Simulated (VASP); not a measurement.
A run of VASP 6.6.1 is set up as follows.

POSCAR

```
WC
1.0
    0.0000000000      2.1707571600      2.1707571600
    2.1926840000     -0.0219268400      2.1926840000
    2.1926840000      2.1926840000     -0.0219268400
W C
1 1
Direct
    0.0000000000      0.0000000000      0.0000000000
    0.5000000000      0.5000000000      0.5000000000
```

The input INCAR.step1:

```
SYSTEM = WC
PREC     = Accurate       ! precision mode
ENCUT    = 520            ! plane-wave cutoff, eV
ISMEAR   = 0              ! smearing method
SIGMA    = 0.15           ! smearing width, eV
LREAL    = .False.        ! projectors in reciprocal space
LASPH    = .True.         ! aspherical terms in the spheres
NELM     = 100            ! most SCF steps
NBANDS   = 16             ! bands
GGA      = PE             ! functional
ALGO     = Normal         ! electronic algorithm
EDIFF    = 1E-4           ! SCF threshold, eV
LWAVE    = .True.         ! write WAVECAR
LCHARG   = .False.        ! write CHGCAR
```

File INCAR.step2:

```
SYSTEM = WC
PREC     = Accurate       ! precision mode
ENCUT    = 520            ! plane-wave cutoff, eV
EDIFF    = 1E-6           ! SCF threshold, eV
ISMEAR   = 0              ! smearing method
SIGMA    = 0.15           ! smearing width, eV
LREAL    = .False.        ! projectors in reciprocal space
LASPH    = .True.         ! aspherical terms in the spheres
NELM     = 100            ! most SCF steps
ALGO     = Normal         ! electronic algorithm
ISIF     = 2              ! what is computed and relaxed
LWAVE    = .False.        ! write WAVECAR
LCHARG   = .False.        ! write CHGCAR
METAGGA  = R2SCAN         ! meta-GGA
LMIXTAU  = .True.       
NBANDS   = 16             ! bands
ISTART   = 1
```

KPOINTS

```
Automatic mesh
0
Gamma
  18 18 18
  0 0 0
```

Potentials or basis: VASP PAW PBE potentials, release 64 (W_sv, C).

Command:

```bash
$ cat potpaw_PBE.64/W_sv/POTCAR potpaw_PBE.64/C/POTCAR > POTCAR
$ cp INCAR.step1 INCAR
$ mpirun -np 1 vasp_std > vasp.out
$ cp INCAR.step2 INCAR
$ mpirun -np 1 vasp_std > vasp.out
```

(1) Predict the pressure.

(2) What does it give for the band gap on the k mesh?

Results:

(1) -3.6 GPa.

(2) zero (bands 9 and 10 overlap by 3.25 eV).

Caveat: the cell differs from its parent crystal (strain -0.0200 x Voigt [0, 0, 0, 1, 0, 0]); the cell stands under tension; the PAW data sets were made with another functional, which shifts forces and pressure a little; spin-orbit coupling is left out, which moves the levels of the heavy elements.
